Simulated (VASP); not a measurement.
Set up this calculation in VASP 6.6.1, as the native input.

* Task: single point
* Functional: PBE
* Potentials or basis: VASP PAW PBE potentials, release 64 (Sr_sv)
* Cutoff: 520 eV
* k mesh: 12 × 12 × 12
* Occupations: gaussian, width 0.1 eV
* Spin: no spin polarisation
* Dipole correction: no
* Further INCAR settings: ALGO = Normal; EDIFF = 1e-06; NBANDS = 11

The structure of Sr lies in POSCAR:

```
Sr
1.0
    0.0000000000      3.0634030620      3.0634030620
    3.0634030620      0.0000000000      3.0634030620
    3.0634030620      3.0634030620      0.0000000000
Sr
1
Direct
    0.0000000000      0.0000000000      0.0000000000
```

This cell differs from its parent crystal: strained.

These files were run (other wordings do the same):

INCAR

```
SYSTEM = Sr
ALGO = Normal ; EDIFF = 1E-6
ENCUT = 520 ; GGA = PE
ISIF = 2 ; ISMEAR = 0
LASPH = .True. ; LCHARG = .False.
LREAL = .False. ; LWAVE = .False.
NBANDS = 11 ; NELM = 100
PREC = Accurate ; SIGMA = 0.1
```

KPOINTS

```
k-points
0
Gamma
  12 12 12
  0 0 0
```

Potentials or basis: VASP PAW PBE potentials, release 64 (Sr_sv).

Command:

```bash
$ cat potpaw_PBE.64/Sr_sv/POTCAR > POTCAR
$ mpirun -np 1 vasp_std > vasp.out
```

It gave:

* Pressure: -0.5 GPa
* Band gap on the k mesh: zero (bands 5 and 6 overlap by 0.10 eV)

Caveat: the cell differs from its parent crystal (strained).

Run time: 18 s on 1 thread of Intel(R) Xeon(R) Platinum 8375C CPU @ 2.90GHz (Ice Lake) (shared host), peak memory 0.2 GiB.
